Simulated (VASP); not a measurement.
Wanted: the native input for a VASP 6.6.1 run.

```yaml
Task: single point
Functional: PBE
Potentials_or_basis: VASP PAW PBE potentials, release 64 (Rh_pv)
Cutoff: 520 eV
k_mesh: 24 × 24 × 22
Occupations: gaussian, width 0.1 eV
Spin: no spin polarisation
Dipole_correction: no
Further_INCAR_settings: ALGO = Fast; EDIFF = 1e-07; NBANDS = 14
```

The structure of Rh lies in POSCAR:

```
Rh
1.0
    2.6377081485      0.0000000000      0.0000000000
   -1.3188540742      2.2843222643      0.0000000000
    0.0000000000      0.0000000000      2.5427012928
Rh
1
Direct
    0.0000000000      0.0000000000      0.0000000000
```

These files were run (other wordings do the same):

INCAR

```
SYSTEM = Rh
ALGO     = Fast           ! electronic algorithm
EDIFF    = 1E-7           ! SCF threshold, eV
ENCUT    = 520            ! plane-wave cutoff, eV
GGA      = PE             ! functional
ISIF     = 2              ! what is computed and relaxed
ISMEAR   = 0              ! smearing method
LASPH    = .TRUE.         ! aspherical terms in the spheres
LCHARG   = .FALSE.        ! write CHGCAR
LREAL    = .FALSE.        ! projectors in reciprocal space
LWAVE    = .FALSE.        ! write WAVECAR
NBANDS   = 14             ! bands
NELM     = 100            ! most SCF steps
PREC     = Accurate       ! precision mode
SIGMA    = 0.1            ! smearing width, eV
```

KPOINTS

```
k-points
0
G
  24 24 22
  0 0 0
```

Potentials or basis: VASP PAW PBE potentials, release 64 (Rh_pv).

Launch:

```sh
$ cat potpaw_PBE.64/Rh_pv/POTCAR > POTCAR
$ mpirun -np 1 vasp_std > vasp.out
```

It gave:

```
Pressure : 0.0 GPa
```

It took 120 s on 1 thread of Intel(R) Xeon(R) Platinum 8488C (Sapphire Rapids), on a shared host, peak memory 0.24 GiB.
